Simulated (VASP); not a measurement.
Set up this calculation in VASP 6.6.1, as the native input.

```yaml
Task: single point
Functional: PBEsol
Potentials_or_basis: VASP PAW PBE potentials, release 64 (Se, Zn)
Cutoff: 500 eV
k_mesh: 13 × 13 × 13
Occupations: gaussian, width 0.1 eV
Spin: no spin polarisation
Dipole_correction: no
Further_INCAR_settings: ALGO = Normal; EDIFF = 1e-06; NBANDS = 16
```

The structure of ZnSe lies in POSCAR:

```
ZnSe
1.0
    0.0000000000      2.8338000000      2.8338000000
    2.8338000000      0.0000000000      2.8338000000
    2.8338000000      2.8338000000      0.0000000000
Se Zn
1 1
Direct
    0.7500000000      0.7500000000      0.7500000000
    0.0000000000      0.0000000000      0.0000000000
```

The input as run:

INCAR

```
PREC = Accurate
ENCUT = 500
EDIFF = 1E-6
ISMEAR = 0
SIGMA = 0.1
LREAL = F
LASPH = T
NELM = 120
ALGO = Normal
ISIF = 2
LWAVE = F
LCHARG = F
GGA = PS
NBANDS = 16
GGA_COMPAT = F
```

KPOINTS

```
regular mesh
0
Gamma
  13 13 13
```

Potentials or basis: VASP PAW PBE potentials, release 64 (Se, Zn).

The run is started by

```sh
$ cat potpaw_PBE.64/Se/POTCAR potpaw_PBE.64/Zn/POTCAR > POTCAR
$ mpirun -np 1 vasp_std > vasp.out
```

Results of the run:

The pressure is -0.9 GPa and the band gap on the k mesh is 1.17 eV.

Caveat: the PAW data sets were made with another functional, which shifts forces and pressure a little.

It took 110 s on 1 thread of AMD EPYC 7R43 64-Core Processor (Zen 3), with other jobs on the host, peak memory 0.17 GiB.
